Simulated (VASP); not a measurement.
## Hf: single point with PBE

Crystal: Hf.

```
Hf
1.0
    -1.80500    1.80500    1.80500
     1.80500   -1.80500    1.80500
     1.80500    1.80500   -1.80500
Hf
1
Cartesian
  0.0000 0.0000 0.0000
```

```json
{"Program": "VASP 6.6.1", "Task": "single point", "Functional": "PBE", "Potentials or basis": "VASP PAW PBE potentials, release 64 (Hf_pv)", "Cutoff": "520 eV", "k mesh": "16 × 16 × 16", "Occupations": "fermi-dirac, width 0.08 eV", "Spin": "no spin polarisation"}
```

```
Pressure               : -5.1 GPa
Band gap on the k mesh : zero (band 5 reaches 5.73 eV, above the bottom of band 6 at 3.55 eV)
```

Levels at points of the mesh, in eV from the Fermi level:
```csv
k point,band 2,band 3,band 4,band 5,band 6,band 7,band 8,band 9
"(0.00, 0.00, 0.00)",-30.03,-30.03,-6.87,1.48,1.48,1.48,4.12,4.12
"(0.50, 0.00, 0.00)",-30.26,-30.03,-3.22,-0.41,0.89,3.93,4.88,7.17
"(0.50, 0.50, 0.50)",-30.52,-30.52,-2.36,-2.36,6.40,6.40,6.40,6.84
```

Wall time 37 s on 1 thread of AMD EPYC 7R43 64-Core Processor (Zen 3), on a shared host, peak memory 0.13 GiB.

Caveat: spin-orbit coupling is left out, which moves the levels of the heavy elements.
